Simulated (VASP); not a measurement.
Set up this calculation in VASP 6.6.1, as the native input.

- Task: single point
- Functional: r2SCAN
- Potentials or basis: VASP PAW PBE potentials, release 64 (Nb_sv, Si)
- Cutoff: 550 eV
- k mesh: 8 × 8 × 8
- Occupations: fermi-dirac, width 0.05 eV
- Spin: no spin polarisation
- Dipole correction: no
- Further INCAR settings: ALGO = Normal; EDIFF = 1e-06; NBANDS = 16

Crystal: NbSi.

```
Nb Si
1.0
     3.01131    0.00000    0.00000
     0.00000    3.01131    0.00000
     0.00000    0.00000    3.01131
Nb Si
1 1
Direct
  0.00000 0.00000 0.00000
  0.50000 0.50000 0.50000
```

The input as run:

POSCAR

```
NbSi
1.0
    3.0113076603      0.0000000000      0.0000000000
    0.0000000000      3.0113076603      0.0000000000
    0.0000000000      0.0000000000      3.0113076603
Nb Si
1 1
Direct
    0.0000000000      0.0000000000      0.0000000000
    0.5000000000      0.5000000000      0.5000000000
```

INCAR.step1

```
PREC = Accurate
ENCUT = 550
ISMEAR = -1
SIGMA = 0.05
LREAL = F
LASPH = T
NELM = 120
NBANDS = 16
GGA = PE
ALGO = Normal
EDIFF = 1E-5
LWAVE = T
LCHARG = F
GGA_COMPAT = F
```

INCAR.step2

```
PREC = Accurate
ENCUT = 550
EDIFF = 1E-6
ISMEAR = -1
SIGMA = 0.05
LREAL = F
LASPH = T
NELM = 120
ALGO = Normal
ISIF = 2
LWAVE = F
LCHARG = T
METAGGA = R2SCAN
LMIXTAU = T
LELF = T
LVHAR = T
NBANDS = 16
ISTART = 1
GGA_COMPAT = F
```

KPOINTS

```
regular mesh
0
Gamma
  8 8 8
```

Potentials or basis: VASP PAW PBE potentials, release 64 (Nb_sv, Si).

The run is started by

```console
$ cat potpaw_PBE.64/Nb_sv/POTCAR potpaw_PBE.64/Si/POTCAR > POTCAR
$ cp INCAR.step1 INCAR
$ mpirun -np 1 vasp_std > vasp.out
$ cp INCAR.step2 INCAR
$ mpirun -np 1 vasp_std > vasp.out
```

It gave:

```
Pressure : 29.7 GPa
```

Caveat: the PAW data sets were made with another functional, which shifts forces and pressure a little.

It took 26 s on 1 thread of Intel(R) Xeon(R) Platinum 8488C (Sapphire Rapids), with other jobs on the host, peak memory 0.15 GiB.
